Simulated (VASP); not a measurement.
Wanted: the native input for a VASP 6.6.1 run.

```yaml
Task: single point
Functional: PBE
Potentials_or_basis: VASP PAW PBE potentials, release 64 (V_sv, Na_pv)
Cutoff: 520 eV
k_mesh: 3 × 3 × 3
Occupations: gaussian, width 0.1 eV
Spin: no spin polarisation
Dipole_correction: no
Further_INCAR_settings: LREAL = Auto; ALGO = Normal; EDIFF = 1e-07; NBANDS = 122
```

The structure of NaV16 (a cell with a defect) lies in POSCAR:

```
NaV16
1.0
    6.0400000000      0.0000000000      0.0000000000
    0.0000000000      6.0400000000      0.0000000000
    0.0000000000      0.0000000000      6.0400000000
V Na
16 1
Direct
   -0.0049373575      0.0091828479     -0.0004772888
    0.4969694069     -0.0050136386     -0.0044275764
   -0.0189977913      0.5110918964     -0.0045124884
   -0.0313652371     -0.0172923965      0.5239065319
    0.1650211110      0.1792708095      0.3271976892
    0.5702180842      0.5839110801     -0.0778945044
    0.4930692014      0.0092336024      0.4974605605
    0.7547291311      0.2525611652      0.2540686838
   -0.0048572966      0.5071768741      0.4973695021
    0.2384782559      0.7689149938      0.2540323790
    0.2387031424      0.2527918246      0.7379605473
    0.4970936843      0.5111367103      0.5118643734
    0.7403085146      0.7544416933      0.2499250529
    0.7404805890      0.2565340801      0.7520980074
    0.2426151623      0.7545848815      0.7521055123
    0.7668595904      0.7809584980      0.7258528220
    0.3678061089      0.3820998779      0.1254551960
```

The input as run:

INCAR

```
SYSTEM = NaV16
  ALGO = Normal
  EDIFF = 1E-7
  ENCUT = 520
  GGA = PE
  ISIF = 2
  ISMEAR = 0
  LASPH = .True.
  LCHARG = .True.
  LELF = .True.
  LREAL = Auto
  LVHAR = .True.
  LWAVE = .False.
  NBANDS = 122
  NELM = 80
  PREC = Accurate
  SIGMA = 0.1
```

KPOINTS

```
k-points
0
Gamma
  3 3 3
  0 0 0
```

Potentials or basis: VASP PAW PBE potentials, release 64 (V_sv, Na_pv).

Launch:

```console
$ cat potpaw_PBE.64/V_sv/POTCAR potpaw_PBE.64/Na_pv/POTCAR > POTCAR
$ mpirun -np 1 vasp_std > vasp.out
```

It gave:

* Pressure: 15.0 GPa
* Largest force: 0.175 eV/Å
* Band gap on the k mesh: zero (an odd number of electrons rules out a gap without spin polarisation)

Caveat: atoms lie so close that the PAW spheres overlap strongly, which falsifies energies and pressures.

Run time: 15 min on 1 thread of Intel(R) Xeon(R) Platinum 8488C (Sapphire Rapids) (shared host), peak memory 0.46 GiB.
